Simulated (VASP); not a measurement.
Set up this calculation in VASP 6.6.1, as the native input.

| Item | Value |
| --- | --- |
| Task | single point |
| Functional | revPBE |
| Potentials or basis | VASP PAW PBE potentials, release 64 (Yb) |
| Cutoff | 520 eV |
| k mesh | 11 × 11 × 6 |
| Occupations | fermi-dirac, width 0.1 eV |
| Spin | no spin polarisation |
| Dipole correction | no |
| Further INCAR settings | ALGO = Normal; EDIFF = 1e-06; NBANDS = 31 |

The structure of Yb lies in POSCAR:

```
Yb
1.0
    3.9096823666      0.0000000000      0.0000000000
   -1.9548411833      3.3858842502      0.0000000000
    0.0000000000      0.0000000000      6.4299917417
Yb
2
Direct
    0.3333333333      0.6666666667      0.2500000000
    0.6666666667      0.3333333333      0.7500000000
```

This isn't the form of Yb at room conditions, which is fcc.

The input as run:

INCAR

```
PREC = Accurate ; ENCUT = 520
EDIFF = 1E-6 ; ISMEAR = -1
SIGMA = 0.1 ; LREAL = False
LASPH = True ; NELM = 60
ALGO = Normal ; ISIF = 2
LWAVE = False ; LCHARG = True
GGA = RE ; LELF = True
LVHAR = True ; NBANDS = 31
```

KPOINTS

```
regular mesh
0
Gamma
  11 11 6
```

Potentials or basis: VASP PAW PBE potentials, release 64 (Yb).

Run with:

```sh
$ cat potpaw_PBE.64/Yb/POTCAR > POTCAR
$ mpirun -np 1 vasp_std > vasp.out
```

Results of the run:

| Quantity | Value |
| --- | --- |
| Pressure | -1.6 GPa |
| Band gap on the k mesh | zero (bands 24 and 25 overlap by 0.15 eV) |

Caveat: the PAW data sets were made with another functional, which shifts forces and pressure a little; spin-orbit coupling is left out, which moves the levels of the heavy elements.

Wall time 3 min on 1 thread of Intel(R) Xeon(R) 6975P-C (Granite Rapids) (shared host), peak memory 0.29 GiB.
